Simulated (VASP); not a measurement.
Input of a VASP 6.6.1 run:

Contents of INCAR:

```
PREC     = Accurate       # precision mode
ENCUT    = 520            # plane-wave cutoff, eV
EDIFF    = 1E-6           # SCF threshold, eV
ISMEAR   = -1             # smearing method
SIGMA    = 0.05           # smearing width, eV
LREAL    = False          # projectors in reciprocal space
LASPH    = True           # aspherical terms in the spheres
NELM     = 100            # most SCF steps
ALGO     = Normal         # electronic algorithm
ISIF     = 2              # what is computed and relaxed
LWAVE    = False          # write WAVECAR
LCHARG   = True           # write CHGCAR
GGA      = RE             # functional
IVDW     = 12             # dispersion correction
LELF     = True           # ELF
LVHAR    = True         
NBANDS   = 15             # bands
```

Contents of KPOINTS:

```
Automatic mesh
0
Gamma
  11 11 11
```

The input POSCAR:

```
TiC
1.0
    0.0000000000      2.1511833799      2.1511833799
    2.1511833799      0.0000000000      2.1511833799
    2.1511833799      2.1511833799      0.0000000000
Ti C
1 1
Direct
    0.0000000000      0.0000000000      0.0000000000
    0.5000000000      0.5000000000      0.5000000000
```

Potentials or basis: VASP PAW PBE potentials, release 64 (Ti_sv, C).

The run is started by

```sh
$ cat potpaw_PBE.64/Ti_sv/POTCAR potpaw_PBE.64/C/POTCAR > POTCAR
$ mpirun -np 1 vasp_std > vasp.out
```

Q: Estimate the pressure.

A: -5.5 GPa.

Q: Estimate the dispersion energy per atom.

A: -0.871 eV.

Caveat: the PAW data sets were made with another functional, which shifts forces and pressure a little; pairwise dispersion overbinds metals, which lowers pressure and volume.
